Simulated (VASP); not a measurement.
BN, 4 atoms in the cell. The structure is hexagonal, space group P6_3/mmc (No. 194). The conventional cell has a = 2.491 Å, b = 2.491 Å, c = 4.001 Å, α = 90.00°, β = 90.00°, γ = 120.00°. Within 2.3 Å of B (site symmetry -3m) lie 6 N at 1.75 Å and 2 B at 2.00 Å. N (site symmetry -6m2) has 6 B at 1.75 Å within 2.3 Å. 

| Item | Value |
| --- | --- |
| Program | VASP 6.6.1 |
| Task | G0W0 quasiparticle levels |
| Functional | PBE |
| Potentials or basis | VASP PAW PBE potentials, release 64 (B_GW, N_GW) |
| Cutoff | 500 eV |
| k mesh | 9 × 9 × 6 |
| Occupations | gaussian, width 0.01 eV |
| Spin | no spin polarisation |
| Dipole correction | no |
| GW scheme | G0W0 |
| GW iterations | 1 |
| Cutoff of the response function | 80 |
| Frequency points | 96 |
| Empty bands | 34 |
| Mended | yes |
| Further INCAR settings | ALGO = EVGW0; EDIFF = 1e-08; NBANDS = 42 |

Potentials or basis: VASP PAW PBE potentials, release 64 (B_GW, N_GW).

Launch:

```console
$ cat potpaw_PBE.64/B_GW/POTCAR potpaw_PBE.64/N_GW/POTCAR > POTCAR
$ cp INCAR.step1 INCAR
$ mpirun -np 1 vasp_std > vasp.out
$ cp INCAR.step2 INCAR
$ mpirun -np 1 vasp_std > vasp.out
$ cp INCAR.step3 INCAR
$ mpirun -np 1 vasp_std > vasp.out
```

Hardware: 1 thread of Intel(R) Xeon(R) 6975P-C (Granite Rapids) (shared host).

Question: Estimate the wall time of this run.

Answer: It took 8.6 min on 1 thread of Intel(R) Xeon(R) 6975P-C (Granite Rapids) (shared host), peak memory 0.59 GiB. Counts: k points 48.
